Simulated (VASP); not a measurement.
Set up this calculation in VASP 6.6.1, as the native input.

| Quantity | Value |
| --- | --- |
| Task | single point |
| Functional | PBE |
| Potentials or basis | VASP PAW PBE potentials, release 64 (Mg) |
| Cutoff | 520 eV |
| k mesh | 11 × 11 × 6 |
| Occupations | methfessel-paxton, width 0.6 eV |
| Spin | no spin polarisation |
| Dipole correction | no |
| Further INCAR settings | ALGO = Normal; EDIFF = 1e-06; NBANDS = 9 |

The structure of Mg lies in POSCAR:

```
Mg
1.0
    3.1953117277      0.0000000000      0.0000000000
   -1.5976558638      2.7672211292      0.0000000000
    0.0000000000      0.0000000000      5.1879445283
Mg
2
Direct
    0.3333333333      0.6666666667      0.2500000000
    0.6666666667      0.3333333333      0.7500000000
```

One way to write it, as run:

INCAR

```
SYSTEM = Mg
PREC = Accurate
ENCUT = 520
EDIFF = 1E-6
ISMEAR = 1
SIGMA = 0.6
LREAL = .FALSE.
LASPH = .TRUE.
NELM = 80
ALGO = Normal
ISIF = 2
LWAVE = .FALSE.
LCHARG = .TRUE.
GGA = PE
LELF = .TRUE.
LVHAR = .TRUE.
NBANDS = 9
```

KPOINTS

```
Automatic mesh
0
G
  11 11 6
  0 0 0
```

Potentials or basis: VASP PAW PBE potentials, release 64 (Mg).

Command:

```bash
$ cat potpaw_PBE.64/Mg/POTCAR > POTCAR
$ mpirun -np 1 vasp_std > vasp.out
```

Results of the run:

```
Pressure               : -0.1 GPa
Band gap on the k mesh : zero (bands 2 and 3 overlap by 2.11 eV)
```

Caveat: so wide a smearing shifts energies and pressures.

Run time: 29 s on 1 thread of AMD EPYC 7R13, on a shared host, peak memory 0.14 GiB.
